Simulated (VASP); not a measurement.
# Al2Cu (Khatyrkite): single point with PBE

The system is Al2Cu (Khatyrkite).

```
Cu Al
1.0
    -3.09300    3.09300    2.48633
     3.09300   -3.09300    2.48633
     3.09300    3.09300   -2.48633
Cu Al
2 4
Direct
  0.25000 0.25000 0.00000
  0.75000 0.75000 0.00000
  0.34190 0.15810 0.50000
  0.84190 0.34190 0.18380
  0.65810 0.84190 0.50000
  0.15810 0.65810 0.81620
```

| Item | Value |
| --- | --- |
| Program | VASP 6.6.1 |
| Task | single point |
| Functional | PBE |
| Potentials or basis | VASP PAW PBE potentials, release 64 (Cu, Al) |
| Cutoff | 520 eV |
| k mesh | 7 × 7 × 7 |
| Occupations | fermi-dirac, width 0.05 eV |
| Spin | no spin polarisation |
| Dipole correction | no |
| Further INCAR settings | ALGO = Normal; EDIFF = 1e-06; NBANDS = 26 |

- Pressure: -5.2 GPa
- Largest force: 0.026 eV/Å
- Band gap on the k mesh: zero (band 17 reaches 9.35 eV, above the bottom of band 18 at 5.76 eV)

Forces on the atoms (eV/Å):
```
Cu   0.000  0.000  0.000
Cu   0.000  0.000  0.000
Al   0.018 -0.018  0.000
Al  -0.018 -0.018  0.000
Al  -0.018  0.018  0.000
Al   0.018  0.018  0.000
```

Stress tensor (GPa, compression positive):
```
-5.35  0.00  0.00
 0.00 -5.35  0.00
 0.00  0.00 -4.96
```

Levels at points of the mesh, in eV from the Fermi level:
| k point | band 13 | band 14 | band 15 | band 16 | band 17 | band 18 | band 19 | band 20 | band 21 | band 22 |
| --- | --- | --- | --- | --- | --- | --- | --- | --- | --- | --- |
| (0.00, 0.00, 0.00) | -2.83 | -1.97 | -1.27 | -1.13 | -1.13 | -0.85 | -0.65 | 0.04 | 1.16 | 1.16 |

It took 80 s on 1 thread of Intel(R) Xeon(R) 6975P-C (Granite Rapids), with other jobs on the host, peak memory 0.28 GiB.
